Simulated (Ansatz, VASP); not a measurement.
# Cd4Te in VASP and in Ansatz

INCAR

```
ALGO = Normal
EDIFF = 1E-7
EDIFFG = -0.04
ENCUT = 600
GGA = PE
IBRION = 2
ISIF = 3
ISMEAR = 0
LASPH = True
LCHARG = False
LREAL = False
LWAVE = False
NELM = 60
NSW = 90
PREC = Accurate
SIGMA = 0.1
```

File KPOINTS:

```
k-points
0
Gamma
  4 4 4
```

POSCAR

```
Cd4Te
1.0
   -3.1721041600      3.1721041600      3.1721041600
    3.1721041600     -3.1721041600      3.1721041600
    3.1721041600      3.1721041600     -3.1721041600
Cd Te
4 1
Direct
    0.0000000000      0.0000000000      0.5000000000
    0.0000000000      0.5000000000      0.0000000000
    0.5000000000      0.0000000000      0.0000000000
    0.5000000000      0.5000000000      0.5000000000
    0.0000000000      0.0000000000      0.0000000000
```

Input for Ansatz:

```yaml
crystal:
  lattice:
    - [-3.17210416, 3.17210416, 3.17210416]
    - [3.17210416, -3.17210416, 3.17210416]
    - [3.17210416, 3.17210416, -3.17210416]
  atoms:
    - { symbol: Cd, position: [0.0, 0.0, 0.5] }
    - { symbol: Cd, position: [0.0, 0.5, 0.0] }
    - { symbol: Cd, position: [0.5, 0.0, 0.0] }
    - { symbol: Cd, position: [0.5, 0.5, 0.5] }
    - { symbol: Te, position: [0.0, 0.0, 0.0] }
basis:
  ecutwfc: 420
kpoints:
  mp_grid: { grid: [4, 4, 4] }
hamiltonian:
  xc: pbe
scf:
  occupations: { method: gaussian, width: 0.1 }
  lower_state_search: "off"
output:
  forces: true
  stress: true
  eigenvalues: true
relax:
  adjacent_minimum: "off"
  f_tol: 0.04
  max_steps: 70
  cell: { stress_tol: 0.4 }
```

Change from the starting cell: species swapped into the MnGa4 type (Im-3m, No. 229).

Alike in both runs: task relaxation of cell and atoms; functional PBE; k mesh 4 × 4 × 4; occupations gaussian, width 0.1 eV; no spin polarisation.

```csv
,VASP,Ansatz
version,VASP 6.6.1,Ansatz 0.2.0
potentials or method,"VASP PAW PBE potentials, release 64 (Cd, Te), cutoff 600 eV","scalar-relativistic, plane waves, PAW"
valence electrons in the cell,54,96
```

```csv
,VASP,Ansatz,Ansatz less VASP
"gap on the k mesh at the Fermi level, each at its own relaxed structure (eV)",none,none,-
relaxed volume (Å³/atom),34.13,33.35,-0.779
relaxed cell length with the largest relative difference (Å),6.052,6.006,-0.0464
```

A gap of «none» marks a metal or a gap that the smearing closes. VASP's potentials hold 54 valence electrons a cell and Ansatz's 96, so a difference there can come from the potentials and not from the codes.

Spin-orbit coupling is off throughout. Noted on VASP's run: the volume moved by over 15 % at a fixed basis, so the end points are rough.
